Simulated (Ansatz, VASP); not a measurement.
Zr3O: VASP beside Ansatz

INCAR

```
ALGO     = Normal         # electronic algorithm
EDIFF    = 1E-6           # SCF threshold, eV
ENCUT    = 520            # plane-wave cutoff, eV
GGA      = PS             # functional
ISIF     = 2              # what is computed and relaxed
ISMEAR   = 0              # smearing method
LASPH    = T              # aspherical terms in the spheres
LCHARG   = F              # write CHGCAR
LREAL    = F              # projectors in reciprocal space
LWAVE    = F              # write WAVECAR
NBANDS   = 52             # bands
NELM     = 60             # most SCF steps
PREC     = Accurate       # precision mode
SIGMA    = 0.15           # smearing width, eV
```

File KPOINTS:

```
k-points
0
Gamma
  9 9 8
```

Contents of POSCAR:

```
Zr3O
1.0
    5.7109074789      0.0000000000      0.0000000000
   -2.8554537395      4.9457909554      0.0000000000
    0.0000000000      0.0000000000      4.9296553358
Zr O
6 2
Direct
    0.3596178438      0.0000000000      0.0000000000
    0.3596178438      0.3596178438      0.5000000000
    0.0000000000      0.3596178438      0.0000000000
    0.6403821562      0.0000000000      0.5000000000
    0.6403821562      0.6403821562      0.0000000000
    0.0000000000      0.6403821562      0.5000000000
    0.3333333333      0.6666666667      0.2500000000
    0.6666666667      0.3333333333      0.7500000000
```

Input for Ansatz:

```yaml
crystal:
  lattice:
    - [5.7109074789, 0.0, 0.0]
    - [-2.8554537395, 4.9457909554, 0.0]
    - [0.0, 0.0, 4.9296553358]
  atoms:
    - { symbol: Zr, position: [0.3596178438, 0.0, 0.0] }
    - { symbol: Zr, position: [0.3596178438, 0.3596178438, 0.5] }
    - { symbol: Zr, position: [0.0, 0.3596178438, 0.0] }
    - { symbol: Zr, position: [0.6403821562, 0.0, 0.5] }
    - { symbol: Zr, position: [0.6403821562, 0.6403821562, 0.0] }
    - { symbol: Zr, position: [0.0, 0.6403821562, 0.5] }
    - { symbol: O, position: [0.3333333333, 0.6666666667, 0.25] }
    - { symbol: O, position: [0.6666666667, 0.3333333333, 0.75] }
basis:
  ecutwfc: 520.0
kpoints:
  mp_grid: { grid: [9, 9, 8] }
hamiltonian:
  xc: pbesol
  pseudopotentials: { kind: paw, azcp: { folder: soft_1 } }
scf:
  occupations: { method: gaussian, width: 0.15 }
output:
  forces: true
  stress: true
  eigenvalues: true
```

Alike in both runs: task single point; functional PBEsol; k mesh 9 × 9 × 8; occupations gaussian, width 0.15 eV; no spin polarisation.

|  | VASP | Ansatz |
| --- | --- | --- |
| version | VASP 6.6.1 | Ansatz 0.2.0 |
| potentials or method | VASP PAW PBE potentials, release 64 (Zr_sv, O), cutoff 520 eV | scalar-relativistic, plane waves, PAW |
| valence electrons in the cell | 84 | 84 |

VASP gave:

```
gap on the k mesh at the Fermi level (eV)                     : none
pressure (GPa)                                                : 4.7
traceless stress, the component that is largest in VASP (GPa) : 6.61
rms of the force components (eV/Å)                            : 0.650
```

Q: What did Ansatz give for the same quantities?

A: gap on the k mesh at the Fermi level (eV): none; pressure (GPa): 4.5; traceless stress, the component that is largest in VASP (GPa): 6.59; rms of the force components (eV/Å): 0.641.

VASP's potentials were made for PBE, not for PBEsol, and Ansatz warns of the same on its side. Atom by atom the forces differ by 0.009 eV/Å (rms over components). A gap of «none» marks a metal or a gap that the smearing closes.
